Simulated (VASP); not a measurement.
Wanted: the native input for a VASP 6.6.1 run.

```yaml
Task: relaxation of cell and atoms
Functional: LDA
Potentials_or_basis: VASP PAW LDA potentials, release 64 (Zr_sv, O)
Cutoff: 600 eV
k_mesh: 8 × 8 × 8
Occupations: gaussian, width 0.01 eV
Spin: no spin polarisation
Target_pressure: 8 GPa
Dipole_correction: no
Further_INCAR_settings: ALGO = Normal; EDIFF = 1e-07; IBRION = 2; EDIFFG = -0.001; NSW = 80; ISIF = 3
```

The structure of ZrO2 lies in POSCAR:

```
ZrO2
1.0
    0.0000000000      2.5040664960      2.5040664960
    2.5040664960      0.0000000000      2.5040664960
    2.5040664960      2.5040664960      0.0000000000
Zr O
1 2
Direct
    0.0000000000      0.0000000000      0.0000000000
    0.2500000000      0.2500000000      0.2500000000
    0.7500000000      0.7500000000      0.7500000000
```

One way to write it, as run:

INCAR

```
  PREC = Accurate
  ENCUT = 600
  EDIFF = 1E-7
  ISMEAR = 0
  SIGMA = 0.01
  LREAL = F
  LASPH = T
  NELM = 120
  ALGO = Normal
  ISIF = 3
  LWAVE = F
  LCHARG = F
  IBRION = 2
  NSW = 80
  EDIFFG = -0.001
  PSTRESS = 80.0
  GGA_COMPAT = F
  NELMIN = 4
```

KPOINTS

```
regular mesh
0
Gamma
  8 8 8
```

Potentials or basis: VASP PAW LDA potentials, release 64 (Zr_sv, O).

Command:

```bash
$ cat potpaw_LDA.64/Zr_sv/POTCAR potpaw_LDA.64/O/POTCAR > POTCAR
$ mpirun -np 1 vasp_std > vasp.out
```

It gave:

```
Relaxed volume                                             : 10.31 Å³/atom
Relaxed cell                                               : a = 3.524 Å, b = 3.524 Å, c = 3.524 Å, α = 60.00°, β = 60.00°, γ = 60.00°
Space group after relaxing (to 0.1 Å)                      : Fm-3m (No. 225)
Energy change on relaxing (the run minimises the enthalpy) : +5.6 meV/atom
Ionic steps                                                : 6
Pressure after relaxing                                    : 8.0 GPa
Band gap on the k mesh                                     : 3.40 eV (least direct gap 3.88 eV)
```

Caveat: the cell is relaxed towards a set pressure, so the run minimises the enthalpy, not the energy.

Wall time 36 s on 1 thread of AMD EPYC 9R45 96-Core Processor (Zen 5), with other jobs on the host, peak memory 0.12 GiB.
